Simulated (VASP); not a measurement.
Wanted: the native input for a VASP 6.6.1 run.

| Property | Result |
| --- | --- |
| Task | single point |
| Functional | PBE |
| Potentials or basis | VASP PAW PBE potentials, release 64 (B, N) |
| Cutoff | 520 eV |
| k mesh | 12 × 12 × 12 |
| Occupations | gaussian, width 0.02 eV |
| Spin | no spin polarisation |
| Dipole correction | no |
| Further INCAR settings | ALGO = Normal; EDIFF = 1e-06; NBANDS = 11 |

The structure of BN lies in POSCAR:

```
BN
1.0
    0.0000000000      1.8130010000      1.8130010000
    1.8130010000      0.0000000000      1.8130010000
    1.8130010000      1.8130010000      0.0000000000
B N
1 1
Direct
    0.0000000000      0.0000000000      0.0000000000
    0.7300303475      0.7622035233      0.7582542701
```

This cell differs from its parent crystal: one atom moved.

The input as run:

INCAR

```
SYSTEM = BN
PREC = Accurate
ENCUT = 520
EDIFF = 1E-6
ISMEAR = 0
SIGMA = 0.02
LREAL = .FALSE.
LASPH = .TRUE.
NELM = 100
ALGO = Normal
ISIF = 2
LWAVE = .FALSE.
LCHARG = .FALSE.
GGA = PE
NBANDS = 11
```

KPOINTS

```
regular mesh
0
G
  12 12 12
  0 0 0
```

Potentials or basis: VASP PAW PBE potentials, release 64 (B, N).

Launch:

```bash
$ cat potpaw_PBE.64/B/POTCAR potpaw_PBE.64/N/POTCAR > POTCAR
$ mpirun -np 1 vasp_std > vasp.out
```

It gave:

| Property | Result |
| --- | --- |
| Pressure | 0.4 GPa |
| Largest force | 1.138 eV/Å |
| Band gap on the k mesh | 4.10 eV, indirect (least direct gap 8.19 eV) |

Caveat: the cell differs from its parent crystal (one atom moved); forces of over 1 eV/Å act on the atoms, so gaps and moduli don't describe the material at rest.

It took 63 s on 1 thread of Intel Xeon 6975P-C, with other jobs on the host, peak memory 0.21 GiB.
